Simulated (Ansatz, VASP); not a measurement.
Two plane-wave programs on Be2Se

```
Be Se
1.0
     0.00000    2.76605    2.76605
     2.76605    0.00000    2.76605
     2.76605    2.76605    0.00000
Be Se
2 1
Direct
  0.25000 0.25000 0.25000
  0.50000 0.50000 0.50000
  0.00000 0.00000 0.00000
```

Change from the starting cell: species swapped into the Cu2Se type (F-43m, No. 216).

Alike in both runs: functional PBE; k mesh 6 × 6 × 6; occupations gaussian, width 0.2 eV; no spin polarisation.

Ansatz relaxed the structure, and its values are those at the end. VASP's run is a single point on that final structure, the one shown.

|  | VASP | Ansatz |
| --- | --- | --- |
| version | VASP 6.6.1 | Ansatz 0.2.0 |
| potentials or method | VASP PAW PBE potentials, release 64 (Be, Se), cutoff 600 eV | scalar-relativistic, plane waves, PAW |
| valence electrons in the cell | 10 | 20 |

```tsv
	VASP	Ansatz	Ansatz less VASP
gap on the k mesh at the Fermi level (eV)	0.07	0.07	+0.002
least direct gap on the mesh (eV)	0.08	0.08	0.000
pressure (GPa)	0.2	0.1	-0.07
```

VASP's potentials hold 10 valence electrons a cell and Ansatz's 20, so a difference there can come from the potentials and not from the codes.
